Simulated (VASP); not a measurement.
# Pb (Fm-3m) in VASP: a series of runs

Pb is run at these levels: PBE; tasks: single point.

Everything below comes from runs of VASP 6.6.1. Logs are shortened: lines on timing, memory, paths and dates and some standing lists are left out, and cuts for length are marked.

### Step 1. The cell of the first run

Symmetry: Fm-3m, No. 225, cubic system. The conventional cell has a = 4.950 Å, b = 4.950 Å, c = 4.950 Å, α = 90.00°, β = 90.00°, γ = 90.00°. Within 4.6 Å of Pb (site symmetry m-3m) lie 12 Pb at 3.50 Å.

### Step 2. Single point, PBE

Contents of INCAR:

```
ALGO = Normal ; EDIFF = 1E-7
ENCUT = 520 ; GGA = PE
ISIF = 2 ; ISMEAR = 0
LASPH = True ; LCHARG = False
LREAL = False ; LWAVE = False
NBANDS = 13 ; NELM = 80
PREC = Accurate ; SIGMA = 0.1
```

Contents of KPOINTS:

```
k-points
0
Gamma
  6 6 6
```

Contents of POSCAR:

```
Pb
1.0
    0.0000000000      2.4750200000      2.4750200000
    2.4750200000      0.0000000000      2.4750200000
    2.4750200000      2.4750200000      0.0000000000
Pb
1
Direct
    0.0000000000      0.0000000000      0.0000000000
```

Potentials or basis: VASP PAW PBE potentials, release 64 (Pb_d).

Run with:

```sh
$ cat potpaw_PBE.64/Pb_d/POTCAR > POTCAR
$ mpirun -np 1 vasp_std > vasp.out
```

OUTCAR:

```text
EDIFF = 1E-7
   ENCUT = 520
   GGA = PE
   ISIF = 2
   ISMEAR = 0
   LASPH = True
   LREAL = False
   NELM = 80
   PREC = Accurate

 ion  position               nearest neighbor table
   1  0.000  0.000  0.000-

  LATTYP: Found a face centered cubic cell.
 ALAT       =     4.9500400000

  Lattice vectors:

 A1 = (   0.0000000000,   2.4750200000,   2.4750200000)
 A2 = (   2.4750200000,   0.0000000000,   2.4750200000)
 A3 = (   2.4750200000,   2.4750200000,   0.0000000000)

Analysis of symmetry for initial positions (statically):
=====================================================================
 Subroutine PRICEL returns:
 Original cell was already a primitive cell.

 Routine SETGRP: Setting up the symmetry group for a
 face centered cubic supercell.

 Subroutine GETGRP returns: Found 48 space group operations
 (whereof 48 operations were pure point group operations)
 out of a pool of 48 trial point group operations.

The static configuration has the point symmetry O_h .

Analysis of symmetry for dynamics (positions and initial velocities):
=====================================================================
 Subroutine PRICEL returns:
 Original cell was already a primitive cell.

 Routine SETGRP: Setting up the symmetry group for a
 face centered cubic supercell.

 Subroutine GETGRP returns: Found 48 space group operations
 (whereof 48 operations were pure point group operations)
 out of a pool of 48 trial point group operations.

The dynamic configuration has the point symmetry O_h .

 Subroutine INISYM returns: Found 48 space group operations
 (whereof 48 operations are pure point group operations),
 and found     1 'primitive' translations

----------------------------------------------------------------------------------------

                                     Primitive cell

  volume of cell :      30.3226

  direct lattice vectors                    reciprocal lattice vectors
     0.000000000  2.475020000  2.475020000    -0.202018570  0.202018570  0.202018570
     2.475020000  0.000000000  2.475020000     0.202018570 -0.202018570  0.202018570
     2.475020000  2.475020000  0.000000000     0.202018570  0.202018570 -0.202018570

  length of vectors
     3.500206851  3.500206851  3.500206851     0.349906427  0.349906427  0.349906427

  position of ions in fractional coordinates (direct lattice)
     0.000000000  0.000000000  0.000000000

  ion indices of the primitive-cell ions
   primitive index   ion index
                 1           1

----------------------------------------------------------------------------------------

 KPOINTS: k-points

Automatic generation of k-mesh.
 Grid dimensions read from file:
 generate k-points for:    6    6    6

 Generating k-lattice:

  Cartesian coordinates                     Fractional coordinates (reciprocal lattice)
    -0.033669762  0.033669762  0.033669762     0.166666667  0.000000000  0.000000000
     0.033669762 -0.033669762  0.033669762     0.000000000  0.166666667  0.000000000
     0.033669762  0.033669762 -0.033669762     0.000000000  0.000000000  0.166666667

  Length of vectors
     0.058317738  0.058317738  0.058317738

  Shift w.r.t. Gamma in fractional coordinates (k-lattice)
     0.000000000  0.000000000  0.000000000

 Subroutine IBZKPT returns following result:
 ===========================================

 Found     16 irreducible k-points:

 Following reciprocal coordinates:
            Coordinates               Weight
  0.000000  0.000000  0.000000      1.000000
  0.166667  0.000000  0.000000      8.000000
  0.333333  0.000000  0.000000      8.000000
  0.500000  0.000000  0.000000      4.000000
  0.166667  0.166667  0.000000      6.000000
  0.333333  0.166667  0.000000     24.000000
[... 8 lines left out ...]
 -0.333333  0.333333  0.166667     24.000000
 -0.333333  0.500000  0.166667     12.000000
   k-points           NKPTS =     16   k-points in BZ     NKDIM =     16   number of bands    NBANDS=     13
   number of dos      NEDOS =    301   number of ions     NIONS =      1
   total plane-waves  NPLWV =  21952
   dimension x,y,z NGX =    28 NGY =   28 NGZ =   28
   dimension x,y,z NGXF=    56 NGYF=   56 NGZF=   56
   ions per type =               1
   NGX,Y,Z   is equivalent  to a cutoff of  13.30, 13.30, 13.30 a.u.
   NGXF,Y,Z  is equivalent  to a cutoff of  26.60, 26.60, 26.60 a.u.
 SYSTEM =  unknown system
   PREC   = accura    normal or accurate (medium, high low for compatibility)
   ISTART =      0    job   : 0-new  1-cont  2-samecut
   ICHARG =      2    charge: 1-file 2-atom 10-const
   ISPIN  =      1    spin polarized calculation?
   LNONCOLLINEAR =      F non collinear calculations
   LSORBIT =      F    spin-orbit coupling
   LASPH  =      T    aspherical Exc in radial PAW
   ENCUT  =  520.0 eV  38.22 Ry    6.18 a.u.   6.51  6.51  6.51*2*pi/ulx,y,z
   NELM   =     80;   NELMIN=  2; NELMDL= -5     # of ELM steps
   EDIFF  = 0.1E-06   stopping-criterion for ELM
   LREAL  =      F    real-space projection
   EDIFFG = 0.1E-05   stopping-criterion for IOM
   NSW    =      0    number of steps for IOM
   IBRION =     -1    ionic relax: 0-MD 1-quasi-New 2-CG
   NFREE  =      0    steps in history (QN), initial steepest desc. (CG)
   ISIF   =      2    stress and relaxation
   ISYM   =      2    0-nonsym 1-usesym 2-fastsym
   POTIM  = 0.5000    time-step for ionic-motion
   TEBEG  =    0.0;   TEEND  =   0.0 temperature during run
   PSTRESS=    0.0 pullay stress
   NELECT =      14.0000    total number of electrons
   NUPDOWN=      -1.0000    fix difference up-down
   EMIN   =  10.00;   EMAX   =-10.00  energy-range for DOS
   EFERMI =   0.00;   METHOD = LEGACY
   ISMEAR =     0;   SIGMA  =   0.10  broadening in eV -4-tet -1-fermi 0-gaus
   EFERMI_NEDOS =   21; number of points for ismear=-14 and -15
   IALGO  =     38    algorithm
   IMIX   =      4    mixing-type and parameters
     AMIX     =   0.40;   BMIX     =  1.00
     AMIX_MAG =   1.60;   BMIX_MAG =  1.00
  volume/ion in A,a.u.               =      30.32       204.63
  Fermi-wavevector in a.u.,A,eV,Ry     =   1.265306  2.391081 21.782907  1.600999
  Thomas-Fermi vector in A             =   2.398566
   LORBIT       =      0    0 simple, 1 ext, 2 COOP (PROOUT), +10 PAW based schemes
   GGA     = PE    functional components
   LHFCALC =     F    Hartree Fock is set to
   AEXX    =    0.0000 exact exchange contribution
   IVDW    =     0    specifies the selected vdW correction
   LEPSILON=     F    determine dielectric tensor
   LRPA    =     F    only Hartree local field effects (RPA)
 non-spin polarized calculation
 Gauss-broadening in eV      SIGMA  =   0.10
  energy-cutoff  :      520.00
  volume of cell :       30.32
 maximum number of plane-waves:       869
 NGX is ok and might be reduce to    28
   NGX = 13   NGY = 13   NGZ = 13

 number of electron      13.9999999 magnetization

 Free energy of the ion-electron system (eV)
  ---------------------------------------------------
  ext. energy  EPLUGINS =         0.00000000
  ---------------------------------------------------
  free energy    TOTEN  =        -3.45239025 eV

  energy without entropy =       -3.44720525  energy(sigma->0) =       -3.44979775

 E-fermi :   7.4242     XC(G=0): -10.1753

 val. band max:        7.2937592994   @ k =  -0.3333   0.3333   0.1667
 cond. band min:       7.4939639970   @ k =   0.3333   0.1667   0.0000
 fundamental gap:      0.2002046976
 Fermi energy:         7.4242098347

 k-point     1 :       0.0000    0.0000    0.0000
  band No.  band energies     occupation
      1      -9.7641      2.00000
      2      -9.7641      2.00000
      3      -9.7641      2.00000
      4      -9.6279      2.00000
      5      -9.6279      2.00000
      6      -4.4610      2.00000
      7      14.7101      0.00000
      8      14.7101      0.00000
      9      14.7101      0.00000
     10      17.0517      0.00000
     11      18.6477      0.00000
     12      19.7733      0.00000
     13      19.7733      0.00000

 k-point     2 :       0.1667    0.0000    0.0000
  band No.  band energies     occupation
      1      -9.7663      2.00000
      2      -9.7348      2.00000
      3      -9.7348      2.00000
      4      -9.6218      2.00000
      5      -9.6218      2.00000
      6      -3.9257      2.00000
      7      10.5950      0.00000
      8      14.1431      0.00000
      9      14.1431      0.00000
     10      16.4629      0.00000
     11      19.9029      0.00000
     12      20.4361      0.00000
     13      20.4414      0.00000

 k-point     3 :       0.3333    0.0000    0.0000
  band No.  band energies     occupation
      1      -9.7813      2.00000
      2      -9.7396      2.00000
      3      -9.7396      2.00000
      4      -9.5442      2.00000
      5      -9.5442      2.00000
      6      -2.3692      2.00000
      7       5.7588      2.00000
      8      13.2561      0.00000
      9      13.2561      0.00000
     10      16.2259      0.00000
     11      17.8550      0.00000
     12      19.0066      0.00000
     13      19.0066      0.00000
[... 177 lines left out ...]
 k-point    15 :      -0.3333    0.3333    0.1667
  band No.  band energies     occupation
      1      -9.7705      2.00000
      2      -9.7274      2.00000
      3      -9.6363      2.00000
      4      -9.5988      2.00000
      5      -9.4884      2.00000
      6       0.1475      2.00000
      7       4.6718      2.00000
      8       7.2938      1.93494
      9       9.3163      0.00000
     10      16.6936      0.00000
     11      18.6323      0.00000
     12      21.4974      0.00000
     13      21.5412      0.00000

 k-point    16 :      -0.3333    0.5000    0.1667
  band No.  band energies     occupation
      1      -9.8185      2.00000
      2      -9.7829      2.00000
      3      -9.5828      2.00000
      4      -9.5559      2.00000
      5      -9.4548      2.00000
      6       0.6574      2.00000
      7       4.8936      2.00000
      8       7.2209      1.99596
      9       7.8785      0.00000
     10      16.0990      0.00000
     11      16.9811      0.00000
     12      22.1111      0.00000
     13      22.4939      0.00000

------------------------ aborting loop because EDIFF is reached ----------------------------------------

  FORCE on cell =-STRESS in cart. coord.  units (eV):
  Direction    XX          YY          ZZ          XY          YZ          ZX
  --------------------------------------------------------------------------------------
  -------------------------------------------------------------------------------------
  Total        0.6102433      0.6102433      0.6102433      0.0000000      0.0000000     -0.0000000
  in kB       32.2438910     32.2438910     32.2438910      0.0000000      0.0000000     -0.0000000
  external PRESSURE =      32.2438910 kB  Pullay stress =       0.0000000 kB

 VOLUME and BASIS-vectors are now :
 -----------------------------------------------------------------------------
  energy-cutoff  :      520.00
  volume of cell :       30.32
      direct lattice vectors                 reciprocal lattice vectors
     0.000000000  2.475020000  2.475020000    -0.202018570  0.202018570  0.202018570
     2.475020000  0.000000000  2.475020000     0.202018570 -0.202018570  0.202018570
     2.475020000  2.475020000  0.000000000     0.202018570  0.202018570 -0.202018570

 POSITION                                       TOTAL-FORCE (eV/Angst)
 -----------------------------------------------------------------------------------
      0.00000      0.00000      0.00000         0.000000     -0.000000      0.000000
 -----------------------------------------------------------------------------------
    total drift:                               -0.000000     -0.000000     -0.000000

  FREE ENERGIE OF THE ION-ELECTRON SYSTEM (eV)
  ---------------------------------------------------
  free  energy   TOTEN  =        -3.4523902497 eV

  energy  without entropy=       -3.4472052549  energy(sigma->0) =       -3.44979775
```

Wall time 3.5 s (1 thread of Intel Xeon 6975P-C (Granite Rapids), shared host); peak memory 0.15 GiB.

Results:

```yaml
Free_energy: -3.4524 eV
Pressure: 3.2 GPa
Band_gap_on_the_k_mesh: zero (band 7 reaches 14.71 eV, above the bottom of band 8 at 5.75 eV)
```

Caveat: the k points lie up to 0.37 Å⁻¹ apart; spin-orbit coupling is left out, which moves the levels of the heavy elements.

### Step 3. Single point, PBE (volume scaled by 0.88)

Contents of INCAR:

```
SYSTEM = Pb
PREC = Accurate
ENCUT = 520
EDIFF = 1E-6
ISMEAR = 0
SIGMA = 0.1
LREAL = .FALSE.
LASPH = .TRUE.
NELM = 100
ALGO = Normal
ISIF = 2
LWAVE = .FALSE.
LCHARG = .TRUE.
GGA = PE
LELF = .TRUE.
LVHAR = .TRUE.
NBANDS = 13
```

Contents of KPOINTS:

```
Automatic mesh
0
G
  14 14 14
  0 0 0
```

Contents of POSCAR:

```
Pb
1.0
    0.0000000000      2.4158318823      2.4158318823
    2.4158318823      0.0000000000      2.4158318823
    2.4158318823      2.4158318823      0.0000000000
Pb
1
Direct
    0.0000000000      0.0000000000      0.0000000000
```

Potentials or basis: VASP PAW PBE potentials, release 64 (Pb_d).

Run with:

```sh
$ cat potpaw_PBE.64/Pb_d/POTCAR > POTCAR
$ mpirun -np 1 vasp_std > vasp.out
```

Run time: 14 s. Hardware: 1 thread of Intel Xeon 6975P-C (Granite Rapids), shared host; peak memory 0.18 GiB.

The run converged. Its results:

```
Free energy            : -3.4964 eV
Pressure               : 6.8 GPa
Band gap on the k mesh : zero (band 7 reaches 16.13 eV, above the bottom of band 8 at 6.42 eV)
```

Levels at points of the mesh, in eV from the Fermi level:
```csv
k point,band 5,band 6,band 7,band 8,band 9,band 10
"(0.00, 0.00, 0.00)",-17.03,-12.34,7.93,7.93,7.93,9.72
"(0.50, 0.00, 0.00)",-16.87,-8.27,-4.65,5.92,5.92,9.20
"(0.50, 0.50, 0.00)",-16.83,-6.68,-3.64,2.06,2.06,5.54
```

Caveat: spin-orbit coupling is left out, which moves the levels of the heavy elements.
